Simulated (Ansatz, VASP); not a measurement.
# One calculation of Al, two programs

File POSCAR:

```
Al
1.0
   -1.5593943162      1.5593943162      1.5912186900
    1.5593943162     -1.5593943162      1.5912186900
    1.6230430638      1.6230430638     -1.5912186900
Al
1
Direct
    0.0000000000      0.0000000000      0.0000000000
```

Contents of INCAR.step1:

```
PREC = Accurate
ENCUT = 520
ISMEAR = -1
SIGMA = 0.08
LREAL = False
LASPH = True
NELM = 60
NBANDS = 8
GGA = PE
ALGO = Normal
EDIFF = 1E-4
LWAVE = True
LCHARG = False
```

The input INCAR.step2:

```
PREC = Accurate
ENCUT = 520
EDIFF = 1E-8
ISMEAR = -1
SIGMA = 0.08
LREAL = False
LASPH = True
NELM = 60
ALGO = Normal
ISIF = 2
LWAVE = False
LCHARG = False
METAGGA = R2SCAN
LMIXTAU = True
LEFG = True
NBANDS = 8
ISTART = 1
```

Contents of KPOINTS:

```
Automatic mesh
0
Gamma
  18 18 18
```

Input for Ansatz:

```yaml
crystal:
  lattice:
    - [-1.5593943162, 1.5593943162, 1.59121869]
    - [1.5593943162, -1.5593943162, 1.59121869]
    - [1.6230430638, 1.6230430638, -1.59121869]
  atoms:
    - { symbol: Al, position: [0.0, 0.0, 0.0] }
kpoints:
  mp_grid: { grid: [18, 18, 18] }
scf:
  occupations: { method: fermi_dirac, width: 0.08 }
hamiltonian:
  xc: r2scan
  pseudopotentials: { kind: paw }
output:
  forces: true
  stress: true
  eigenvalues: true
  efg: { contact_densities: true }
```

Change from the starting cell: xy shear strain of +4 %, PAW files.

Alike in both runs: task electric field gradients; functional r2SCAN; k mesh 18 × 18 × 18; occupations fermi-dirac, width 0.08 eV; no spin polarisation.

```csv
,VASP,Ansatz
version,VASP 6.6.1,Ansatz 0.2.0
potentials or method,"VASP PAW PBE potentials, release 64 (Al)","PAW with Ansatz's default frozen-core files, scalar-relativistic"
plane-wave cutoff (eV),520,500
valence electrons in the cell,3,3
```

|  | VASP | Ansatz | Ansatz less VASP |
| --- | --- | --- | --- |
| pressure (GPa) | 0.3 | 0.6 | +0.31 |
| traceless stress, the component that is largest in VASP (GPa) | -2.61 | -2.62 | -0.005 |
| size of Vzz on the site where it differs most (V/Å²) | 4.4 | 3.9 | -0.42 |

VASP's potentials were made for PBE, not for r2SCAN. With one functional, cell and mesh, what is left measures potentials, basis and numerics.
